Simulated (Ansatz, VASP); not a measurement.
**Two plane-wave programs on Sr**

File INCAR:

```
SYSTEM = Sr
ALGO = Normal
EDIFF = 1E-6
ENCUT = 500
GGA = CA
GGA_COMPAT = .FALSE.
ISIF = 2
ISMEAR = 0
LASPH = .TRUE.
LCHARG = .FALSE.
LREAL = .FALSE.
LWAVE = .FALSE.
NBANDS = 11
NELM = 120
PREC = Accurate
SIGMA = 0.3
```

File KPOINTS:

```
k-points
0
G
  9 9 9
  0 0 0
```

File POSCAR:

```
Sr
1.0
    0.0000000000      2.9028949114      2.9028949114
    2.9028949114      0.0000000000      2.9028949114
    2.9028949114      2.9028949114      0.0000000000
Sr
1
Direct
    0.0000000000      0.0000000000      0.0000000000
```

Input for Ansatz:

```yaml
crystal:
  lattice:
    - [0.0, 2.9028949114, 2.9028949114]
    - [2.9028949114, 0.0, 2.9028949114]
    - [2.9028949114, 2.9028949114, 0.0]
  atoms:
    - { symbol: Sr, position: [0.0, 0.0, 0.0] }
hamiltonian:
  xc: lda
  pseudopotentials:
    kind: paw
    azcp:
      Sr: "pseudopotentials/Sr.paw.azcp"
basis:
  ecutwfc: 420
  fft_grid_basis: typed
kpoints:
  mp_grid: { grid: [9, 9, 9], shift: [0, 0, 0] }
magnetization:
  spin_polarized: false
scf:
  occupations: { method: gaussian, width: 0.3 }
  lower_state_search: "off"
output:
  stress: true
  write_density: true
  write_potential: true
  elf: true
  volumetric_format: npy
```

Alike in both runs: task single point; functional LDA; k mesh 9 × 9 × 9; occupations gaussian, width 0.3 eV; no spin polarisation.

```csv
,VASP,Ansatz
version,VASP 6.6.1,Ansatz 0.2.0
potentials or method,"VASP PAW LDA potentials, release 64 (Sr_sv), cutoff 500 eV","plane waves (420 eV) with PAW, scalar-relativistic"
valence electrons in the cell,10,10
```

|  | VASP | Ansatz | Ansatz less VASP |
| --- | --- | --- | --- |
| pressure (GPa) | 0.0 | 0.0 | +0.01 |

Ansatz warns that its potentials were made for another functional, while VASP's fit it. LDA's correlation is that of Perdew and Zunger in VASP and of Perdew and Wang (1992) in Ansatz.
